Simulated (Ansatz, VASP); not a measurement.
# Two plane-wave programs on NaCl

The input POSCAR:

```
NaCl
1.0
    2.7759409776      2.7759409776      0.0000000000
   -2.7759409776      2.7759409776      0.0000000000
    0.0000000000      2.7759409776      2.8151078571
Na Cl
1 1
Direct
    0.0000000000      0.0000000000      0.0000000000
    0.5000000000      0.5000000000      0.0000000000
```

INCAR.step1

```
PREC = Accurate ; ENCUT = 520
ISMEAR = 0 ; SIGMA = 0.01
LREAL = False ; LASPH = True
NELM = 100 ; NBANDS = 14
GGA = PE ; ALGO = Normal
EDIFF = 1E-4 ; LWAVE = True
LCHARG = False
```

The input INCAR.step2:

```
PREC = Accurate ; ENCUT = 520
EDIFF = 1E-6 ; ISMEAR = 0
SIGMA = 0.01 ; LREAL = False
LASPH = True ; NELM = 100
ALGO = Normal ; ISIF = 2
LWAVE = False ; LCHARG = False
METAGGA = R2SCAN ; LMIXTAU = True
NBANDS = 14 ; ISTART = 1
```

The input KPOINTS:

```
Automatic mesh
0
Gamma
  8 8 8
```

Input for Ansatz:

```yaml
crystal:
  lattice:
    - [2.77594097758, 2.77594097758, 0.0]
    - [-2.77594097758, 2.77594097758, 0.0]
    - [0.0, 2.77594097758, 2.81510785709]
  atoms:
    - { symbol: Na, position: [0.0, 0.0, 0.0] }
    - { symbol: Cl, position: [0.5, 0.5, 0.0] }
kpoints:
  mp_grid: { grid: [8, 8, 8] }
scf:
  occupations: { method: fixed }
  convergence: { dr2_threshold: 1.0e-10 }
hamiltonian:
  xc: r2scan
  pseudopotentials: { kind: paw }
output:
  forces: true
  stress: true
  eigenstates:
    kpoints:
      - [0.0, 0.0, 0.0]
      - [-0.5, -0.5, -0.5]
      - [-0.5, 0.5, 0.0]
      - [0.0, 0.0, -0.5]
      - [0.0, -0.5, -0.5]
      - [0.0, 0.5, 0.0]
      - [-0.5, 0.0, 0.0]
      - [-0.5, 0.0, -0.5]
  eigenvalues: true
```

Change from the starting cell: film at in-plane strain -0.01.

Alike in both runs: task single point; functional r2SCAN; k mesh 8 × 8 × 8; no spin polarisation.

```csv
,VASP,Ansatz
version,VASP 6.6.1,Ansatz 0.2.0
potentials or method,"VASP PAW PBE potentials, release 64 (Na_pv, Cl)","PAW with Ansatz's default frozen-core files, scalar-relativistic"
plane-wave cutoff (eV),520,500
occupations,"gaussian, width 0.01 eV",fixed
valence electrons in the cell,14,16
```

Ansatz gave:

- gap on the k mesh at the Fermi level (eV): 6.03
- pressure (GPa): 0.5
- traceless stress, the component that is largest in VASP (GPa): -0.47

Problem. Which values does VASP return?

Solution. gap on the k mesh at the Fermi level (eV): 6.06; pressure (GPa): 0.3; traceless stress, the component that is largest in VASP (GPa): -0.48.

VASP's potentials were made for PBE, not for r2SCAN. VASP's potentials hold 14 valence electrons a cell and Ansatz's 16, so a difference there can come from the potentials and not from the codes.
